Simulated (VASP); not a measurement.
# BeTe (F-43m) in VASP: G0W0 quasiparticle levels with PBE

Aim: the G0W0 quasiparticle levels of BeTe with PBE.

Everything below comes from runs of VASP 6.6.1. Logs are shortened: lines on timing, memory, paths and dates and some standing lists are left out, and cuts for length are marked.

## (1) The cell of the first run

The structure is cubic, space group F-43m (No. 216). The conventional cell has a = 5.657 Å, b = 5.657 Å, c = 5.657 Å, α = 90.00°, β = 90.00°, γ = 90.00°. Be (site symmetry -43m) has 4 Te at 2.45 Å within 3.2 Å. Within 3.2 Å of Te (site symmetry -43m) lie 4 Be at 2.45 Å.

## (2) G0W0 quasiparticle levels, PBE

The input, POSCAR:

```
BeTe
1.0
    0.0000000000      2.8286228834      2.8286228834
    2.8286228834      0.0000000000      2.8286228834
    2.8286228834      2.8286228834      0.0000000000
Be Te
1 1
Direct
    0.0000000000      0.0000000000      0.0000000000
    0.2500000000      0.2500000000      0.2500000000
```

The input, INCAR.step1:

```
SYSTEM = BeTe
  ALGO = Normal
  EDIFF = 1E-8
  ENCUT = 500
  GGA = PE
  ISMEAR = 0
  LASPH = .True.
  LCHARG = .False.
  LREAL = .False.
  LWAVE = .True.
  NELM = 80
  PREC = Accurate
  SIGMA = 0.01
```

The input, INCAR.step2:

```
SYSTEM = BeTe
  ALGO = Exact
  EDIFF = 1E-8
  ENCUT = 500
  GGA = PE
  ISMEAR = 0
  ISTART = 1
  LASPH = .True.
  LCHARG = .False.
  LOPTICS = .True.
  LREAL = .False.
  LWAVE = .True.
  NBANDS = 77
  NELM = 1
  PREC = Accurate
  SIGMA = 0.01
```

The input, INCAR.step3:

```
SYSTEM = BeTe
  ALGO = EVGW0
  EDIFF = 1E-8
  ENCUT = 500
  ENCUTGW = 80.0
  GGA = PE
  ISMEAR = 0
  ISTART = 1
  LASPH = .True.
  LCHARG = .False.
  LREAL = .False.
  LWAVE = .False.
  NBANDS = 77
  NBANDSGW = 12
  NELMGW = 1
  NOMEGA = 48
  PREC = Accurate
  PRECFOCK = Fast
  SIGMA = 0.01
```

The input, KPOINTS:

```
k-points
0
Gamma
  4 4 4
  0 0 0
```

Potentials or basis: VASP PAW PBE potentials, release 64 (Be_GW, Te_GW).

Launch:

```
$ cat potpaw_PBE.64/Be_GW/POTCAR potpaw_PBE.64/Te_GW/POTCAR > POTCAR
$ cp INCAR.step1 INCAR
$ mpirun -np 1 vasp_std > vasp.out
$ cp INCAR.step2 INCAR
$ mpirun -np 1 vasp_std > vasp.out
$ cp INCAR.step3 INCAR
$ mpirun -np 1 vasp_std > vasp.out
```

OUTCAR:

```text
SYSTEM = BeTe
   EDIFF = 1E-8
   ENCUT = 500
   ENCUTGW = 80.0
   GGA = PE
   ISMEAR = 0
   ISTART = 1
   LASPH = .True.
   LREAL = .False.
   NELMGW = 1
   PREC = Accurate
   PRECFOCK = Fast

 ion  position               nearest neighbor table
   1  0.000  0.000  0.000-   2 2.45   2 2.45   2 2.45   2 2.45
   2  0.250  0.250  0.250-   1 2.45   1 2.45   1 2.45   1 2.45

  LATTYP: Found a face centered cubic cell.
 ALAT       =     5.6572457668

  Lattice vectors:

 A1 = (   0.0000000000,   2.8286228834,   2.8286228834)
 A2 = (   2.8286228834,   0.0000000000,   2.8286228834)
 A3 = (   2.8286228834,   2.8286228834,   0.0000000000)

Analysis of symmetry for initial positions (statically):
=====================================================================
 Subroutine PRICEL returns:
 Original cell was already a primitive cell.

 Routine SETGRP: Setting up the symmetry group for a
 face centered cubic supercell.

 Subroutine GETGRP returns: Found 24 space group operations
 (whereof 24 operations were pure point group operations)
 out of a pool of 48 trial point group operations.

The static configuration has the point symmetry T_d .

Analysis of symmetry for dynamics (positions and initial velocities):
=====================================================================
 Subroutine PRICEL returns:
 Original cell was already a primitive cell.

 Routine SETGRP: Setting up the symmetry group for a
 face centered cubic supercell.

 Subroutine GETGRP returns: Found 24 space group operations
 (whereof 24 operations were pure point group operations)
 out of a pool of 48 trial point group operations.

The dynamic configuration has the point symmetry T_d .

 Subroutine INISYM returns: Found 24 space group operations
 (whereof 24 operations are pure point group operations),
 and found     1 'primitive' translations

----------------------------------------------------------------------------------------

                                     Primitive cell

  volume of cell :      45.2642

  direct lattice vectors                    reciprocal lattice vectors
     0.000000000  2.828622883  2.828622883    -0.176764461  0.176764461  0.176764461
     2.828622883  0.000000000  2.828622883     0.176764461 -0.176764461  0.176764461
     2.828622883  2.828622883  0.000000000     0.176764461  0.176764461 -0.176764461

  length of vectors
     4.000276845  4.000276845  4.000276845     0.306165028  0.306165028  0.306165028

  position of ions in fractional coordinates (direct lattice)
     0.000000000  0.000000000  0.000000000
     0.250000000  0.250000000  0.250000000

  ion indices of the primitive-cell ions
   primitive index   ion index
                 1           1
                 2           2

----------------------------------------------------------------------------------------

 KPOINTS: k-points

Automatic generation of k-mesh.
 Grid dimensions read from file:
 generate k-points for:    4    4    4

 Generating k-lattice:

  Cartesian coordinates                     Fractional coordinates (reciprocal lattice)
    -0.044191115  0.044191115  0.044191115     0.250000000  0.000000000  0.000000000
     0.044191115 -0.044191115  0.044191115     0.000000000  0.250000000  0.000000000
     0.044191115  0.044191115 -0.044191115     0.000000000  0.000000000  0.250000000

  Length of vectors
     0.076541257  0.076541257  0.076541257

  Shift w.r.t. Gamma in fractional coordinates (k-lattice)
     0.000000000  0.000000000  0.000000000

 Subroutine IBZKPT returns following result:
 ===========================================

 Found      8 irreducible k-points:

 Following reciprocal coordinates:
            Coordinates               Weight
  0.000000  0.000000  0.000000      1.000000
  0.250000  0.000000  0.000000      8.000000
  0.500000  0.000000  0.000000      4.000000
  0.250000  0.250000  0.000000      6.000000
  0.500000  0.250000  0.000000     24.000000
 -0.250000  0.250000  0.000000     12.000000
  0.500000  0.500000  0.000000      3.000000
 -0.250000  0.500000  0.250000      6.000000
   k-points           NKPTS =      8   k-points in BZ     NKDIM =     64   number of bands    NBANDS=     77
   number of dos      NEDOS =    301   number of ions     NIONS =      2
   total plane-waves  NPLWV =  27000
   dimension x,y,z NGX =    30 NGY =   30 NGZ =   30
   dimension x,y,z NGXF=    60 NGYF=   60 NGZF=   60
   ions per type =               1   1
   NGX,Y,Z   is equivalent  to a cutoff of  12.47, 12.47, 12.47 a.u.
   NGXF,Y,Z  is equivalent  to a cutoff of  24.94, 24.94, 24.94 a.u.
 SYSTEM =  BeTe
   PREC   = accura    normal or accurate (medium, high low for compatibility)
   ISTART =      1    job   : 0-new  1-cont  2-samecut
   ICHARG =      0    charge: 1-file 2-atom 10-const
   ISPIN  =      1    spin polarized calculation?
   LNONCOLLINEAR =      F non collinear calculations
   LSORBIT =      F    spin-orbit coupling
   LASPH  =      T    aspherical Exc in radial PAW
   ENCUT  =  500.0 eV  36.75 Ry    6.06 a.u.   7.29  7.29  7.29*2*pi/ulx,y,z
   NELM   =     60;   NELMIN=  2; NELMDL=  0     # of ELM steps
   EDIFF  = 0.1E-07   stopping-criterion for ELM
   LREAL  =      F    real-space projection
   EDIFFG = 0.1E-06   stopping-criterion for IOM
   NSW    =      0    number of steps for IOM
   IBRION =     -1    ionic relax: 0-MD 1-quasi-New 2-CG
   NFREE  =      0    steps in history (QN), initial steepest desc. (CG)
   ISIF   =      0    stress and relaxation
   ISYM   =      3    0-nonsym 1-usesym 2-fastsym
   POTIM  = 0.5000    time-step for ionic-motion
   TEBEG  =    0.0;   TEEND  =   0.0 temperature during run
   PSTRESS=    0.0 pullay stress
   NELECT =       8.0000    total number of electrons
   NUPDOWN=      -1.0000    fix difference up-down
   EMIN   =  10.00;   EMAX   =-10.00  energy-range for DOS
   EFERMI =   0.00;   METHOD = LEGACY
   ISMEAR =     0;   SIGMA  =   0.01  broadening in eV -4-tet -1-fermi 0-gaus
   EFERMI_NEDOS =   21; number of points for ismear=-14 and -15
   IALGO  =     38    algorithm
   IMIX   =      4    mixing-type and parameters
     AMIX     =   0.40;   BMIX     =  1.00
     AMIX_MAG =   1.60;   BMIX_MAG =  1.00
  volume/ion in A,a.u.               =      22.63       152.73
  Fermi-wavevector in a.u.,A,eV,Ry     =   0.918727  1.736142 11.484122  0.844059
  Thomas-Fermi vector in A             =   2.043841
   LORBIT       =      0    0 simple, 1 ext, 2 COOP (PROOUT), +10 PAW based schemes
   GGA     = PE    functional components
   LHFCALC =     T    Hartree Fock is set to
   PRECFOCK=fast      Normal, Fast or Accurate (Low or Medium for compatibility)
   ENCUT4O =  -1.0   cutoff for four orbital integrals eV
   NKREDX  =     1    reduce k-point grid by
   NKREDY  =     1    reduce k-point grid by
   NKREDZ  =     1    reduce k-point grid by
   AEXX    =    1.0000 exact exchange contribution
   HFSCREEN=    0.0000 screening length (either q_TF or 0.3 A-1)
   HFSCREENC=   0.0000 screening length for correlation (either q_TF or 0.3 A-1)
   ENCUTFOCK=  -1.0 apply spherical cutoff to Coloumb kernel
   IVDW    =     0    specifies the selected vdW correction
   LEPSILON=     F    determine dielectric tensor
   LRPA    =     F    only Hartree local field effects (RPA)
   LRPAFORCE           =     F    calculate RPA forces
   ENCUTGW             =  80.0    cutoff for response function in eV
   ENCUTGWSOFT         =  64.0    soft cutoff for Coulomb kernel in GW response function in eV
   ENCUTLF             =  -1.0    cutoff for local field effects
   NELMGW              =     1    number of iterations in solving QP/BSE equation
   NELMHF              =     1    number of iterations in the inner HF iteration
   NKREDLFX            =     1    NKREDLFY  =   1   NKREDLFZ  =   1
 non-spin polarized calculation
 Gauss-broadening in eV      SIGMA  =   0.01
  energy-cutoff  :      500.00
  volume of cell :       45.26
 maximum number of plane-waves:      1174
 NGX is ok and might be reduce to    30
  NGX = 18; NGY = 18; NGZ = 18
   NGX = 15   NGY = 15   NGZ = 15
 maximum number of plane-waves:        80
 NGX is ok and might be reduce to    14

 QP shifts <psi_nk| G(iteration)W_0 |psi_nk>: iteration 1
 for sc-GW calculations column KS-energies equals QP-energies in previous step
 and V_xc(KS)=  KS-energies - (<T + V_ion + V_H > + <T+V_H+V_ion>^1  + <V_x>^1)

 k-point   1 :       0.0000    0.0000    0.0000
  band No.  KS-energies  QP-energies   sigma(KS)   V_xc(KS)     V^pw_x(r,r')   Z            occupation Imag(sigma)

      1      -7.4965      -8.1199     -11.6534     -10.7681     -17.5914       0.7042       2.0000       1.1980
      2       4.7129       4.2324     -11.6759     -11.0635     -12.9600       0.7847       2.0000       0.0604
      3       4.7129       4.2324     -11.6759     -11.0635     -12.9600       0.7847       2.0000       0.0604
      4       4.7129       4.2324     -11.6759     -11.0635     -12.9600       0.7847       2.0000       0.0604
      5       8.3283       8.7494      -8.7563      -9.3031      -4.7419       0.7701       0.0000      -0.0882
      6       8.3283       8.7494      -8.7563      -9.3031      -4.7419       0.7701       0.0000      -0.0882
      7       8.3283       8.7494      -8.7563      -9.3031      -4.7419       0.7701       0.0000      -0.0882
      8       8.4320       9.0566      -8.8031      -9.6118      -4.6733       0.7723       0.0000      -0.0940
      9      13.0032      13.1066      -7.6780      -7.8160      -2.4124       0.7489       0.0000      -0.2281
     10      15.1050      15.4471      -8.7294      -9.1813      -3.7436       0.7568       0.0000      -0.2615
     11      15.1050      15.4471      -8.7294      -9.1813      -3.7436       0.7568       0.0000      -0.2615
     12      15.9979      16.1881      -7.5136      -7.7648      -2.0951       0.7574       0.0000      -0.3310

 k-point   2 :       0.2500    0.0000    0.0000
  band No.  KS-energies  QP-energies   sigma(KS)   V_xc(KS)     V^pw_x(r,r')   Z            occupation Imag(sigma)
[... 97 lines left out ...]
      1      -5.6706      -6.0326     -12.0150     -11.5104     -17.3361       0.7174       2.0000       0.8641
      2       0.1769      -0.5897     -11.1082     -10.0532     -13.9670       0.7266       2.0000       0.1617
      3       1.0848       0.3710     -10.7165      -9.7636     -12.9718       0.7491       2.0000       0.1140
      4       1.5630       0.8861     -10.6664      -9.7700     -12.6766       0.7552       2.0000       0.0979
      5      10.0004      10.1969      -8.3908      -8.6434      -4.3096       0.7775       0.0000      -0.1069
      6      10.2382      10.7620      -8.5696      -9.2661      -3.7738       0.7519       0.0000      -0.1355
      7      10.2839      10.5756      -8.2709      -8.6521      -3.8019       0.7651       0.0000      -0.1182
      8      10.8478      11.3032      -9.2798      -9.8871      -4.6534       0.7499       0.0000      -0.1452
      9      15.6396      16.1350      -9.0323      -9.7084      -3.1897       0.7327       0.0000      -0.4177
     10      16.3396      16.7422      -9.2787      -9.8244      -3.5007       0.7379       0.0000      -0.5028
     11      17.6552      18.0787      -8.6036      -9.1704      -2.7369       0.7471       0.0000      -0.5317
     12      18.5582      18.9876      -8.7215      -9.2815      -2.8642       0.7668       0.0000      -0.6924
```

Run time: 3.3 min. Hardware: 1 thread of Intel Xeon 8259CL, shared host; peak memory 0.44 GiB.

Results:

| Quantity | Value |
| --- | --- |
| Band gap on the k mesh, mean-field level | 2.00 eV, indirect (least direct gap 3.62 eV) |
| Quasiparticle gap | 2.64 eV |
| Least direct quasiparticle gap | 4.52 eV |

Caveat: the k points lie up to 0.48 Å⁻¹ apart; bands, screening cutoff and mesh are small and nothing is extrapolated, so the quasiparticle values aren't converged; spin-orbit coupling is left out, which moves the levels of the heavy elements.
